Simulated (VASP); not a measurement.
Crystal: BiB2Sb.

```
Sb B Bi
1.0
     3.79320    0.00000    0.00000
     0.00000    3.79320    0.00000
     0.00000    0.00000    5.36456
Sb B Bi
1 2 1
Direct
  0.00000 0.00000 0.00000
  0.00000 0.50000 0.76182
  0.50000 0.00000 0.23818
  0.50000 0.50000 0.50000
```

Base run:

```yaml
Program: VASP 6.6.1
Functional: PBE
Potentials_or_basis: VASP PAW PBE potentials, release 64 (Sb, B, Bi_d)
Cutoff: 520 eV
k_mesh: 6 × 6 × 6
Occupations: gaussian, width 0.01 eV
Spin: no spin polarisation
```

Its results: band gap on the k mesh 0.64 eV (least direct gap 0.85 eV); pressure 1.5 GPa; largest force 0.037 eV/Å.

**Question.** The run is repeated on the same cell with these changes: functional from PBE to r2SCAN. What comes out?

**Answer.** Band gap on the k mesh 0.76 eV (least direct gap 0.97 eV); pressure 0.2 GPa; largest force 0.051 eV/Å.

Caveats: spin-orbit coupling is left out, which moves the levels of the heavy elements; the PAW data sets were made with another functional, which shifts forces and pressure a little (at least some runs).

A k mesh can miss the band edges.
